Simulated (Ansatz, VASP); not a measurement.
Ca: VASP beside Ansatz

POSCAR

```
Ca
1.0
   -2.2960000000      2.2960000000      2.2400000000
    2.2960000000     -2.2960000000      2.2400000000
    2.2960000000      2.2960000000     -2.2400000000
Ca
1
Direct
    0.0000000000      0.0000000000      0.0000000000
```

File INCAR.step1:

```
PREC     = Accurate       # precision mode
ENCUT    = 550            # plane-wave cutoff, eV
ISMEAR   = 0              # smearing method
SIGMA    = 0.15           # smearing width, eV
LREAL    = F              # projectors in reciprocal space
LASPH    = T              # aspherical terms in the spheres
NELM     = 120            # most SCF steps
NBANDS   = 11             # bands
GGA      = PE             # functional
ALGO     = Normal         # electronic algorithm
EDIFF    = 1E-5           # SCF threshold, eV
LWAVE    = T              # write WAVECAR
LCHARG   = F              # write CHGCAR
GGA_COMPAT= F
```

INCAR.step2

```
PREC     = Accurate       # precision mode
ENCUT    = 550            # plane-wave cutoff, eV
EDIFF    = 1E-6           # SCF threshold, eV
ISMEAR   = 0              # smearing method
SIGMA    = 0.15           # smearing width, eV
LREAL    = F              # projectors in reciprocal space
LASPH    = T              # aspherical terms in the spheres
NELM     = 120            # most SCF steps
ALGO     = Normal         # electronic algorithm
ISIF     = 2              # what is computed and relaxed
LWAVE    = F              # write WAVECAR
LCHARG   = F              # write CHGCAR
METAGGA  = R2SCAN         # meta-GGA
LMIXTAU  = T            
NBANDS   = 11             # bands
ISTART   = 1            
GGA_COMPAT= F
```

KPOINTS

```
Automatic mesh
0
Gamma
  16 16 16
```

Input for Ansatz:

```yaml
crystal:
  lattice:
    - [-2.296, 2.296, 2.24]
    - [2.296, -2.296, 2.24]
    - [2.296, 2.296, -2.24]
  atoms:
    - { symbol: Ca, position: [0.0, 0.0, 0.0] }
basis:
  ecutwfc: 500
kpoints:
  mp_grid: { grid: [16, 16, 16] }
hamiltonian:
  xc: r2scan
scf:
  occupations: { method: gaussian, width: 0.15 }
output:
  forces: true
  stress: true
  eigenvalues: true
  write_density: true
  write_potential: true
  elf: true
  volumetric_format: npy
```

Change from the starting cell: strain +0.025 along x and y, +0.000 along z, atoms carried along.

Alike in both runs: task single point; functional r2SCAN; k mesh 16 × 16 × 16; occupations gaussian, width 0.15 eV; no spin polarisation.

|  | VASP | Ansatz |
| --- | --- | --- |
| version | VASP 6.6.1 | Ansatz 0.2.0 |
| potentials or method | VASP PAW PBE potentials, release 64 (Ca_sv), cutoff 550 eV | scalar-relativistic, plane waves, PAW |
| valence electrons in the cell | 10 | 10 |

VASP gave:

- gap on the k mesh at the Fermi level (eV): none
- pressure (GPa): -1.3

Q: Which values does Ansatz return?

A: gap on the k mesh at the Fermi level (eV): none; pressure (GPa): -1.4.

VASP's potentials were made for PBE, not for r2SCAN. A gap of «none» marks a metal or a gap that the smearing closes.
